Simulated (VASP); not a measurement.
Here is a VASP 6.6.1 calculation.

Contents of INCAR:

```
  PREC = Accurate
  ENCUT = 520
  EDIFF = 1E-6
  ISMEAR = -1
  SIGMA = 0.02
  LREAL = F
  LASPH = T
  NELM = 100
  ALGO = Normal
  ISIF = 2
  LWAVE = F
  LCHARG = F
  GGA = PE
  NBANDS = 29
```

Contents of KPOINTS:

```
regular mesh
0
Gamma
  8 8 8
```

Contents of POSCAR:

```
BaAg2As2
1.0
   -2.2865684166      2.2865684166      5.6296301059
    2.2865684166     -2.2865684166      5.6296301059
    2.2865684166      2.2865684166     -5.6296301059
Ba Ag As
1 2 2
Direct
    0.0000000000      0.0000000000      0.0000000000
    0.7500000000      0.2500000000      0.5000000000
    0.2500000000      0.7500000000      0.5000000000
    0.3844396275      0.3844396275      0.0000000000
    0.6155603725      0.6155603725      0.0000000000
```

Potentials or basis: VASP PAW PBE potentials, release 64 (Ba_sv, Ag, As).

Command:

```console
$ cat potpaw_PBE.64/Ba_sv/POTCAR potpaw_PBE.64/Ag/POTCAR potpaw_PBE.64/As/POTCAR > POTCAR
$ mpirun -np 1 vasp_std > vasp.out
```

**Question.** Predict the band gap on the k mesh.

**Answer.** Zero (bands 21 and 22 overlap by 0.88 eV).

**Question.** Predict the pressure.

**Answer.** 1.5 GPa.

Forces in eV/Å, atoms in the order of the input:
```
Ba   0.000  0.000  0.000
Ag   0.000  0.000  0.000
Ag   0.000  0.000  0.000
As   0.000  0.000 -0.091
As   0.000  0.000  0.091
```

Caveat: spin-orbit coupling is left out, which moves the levels of the heavy elements.
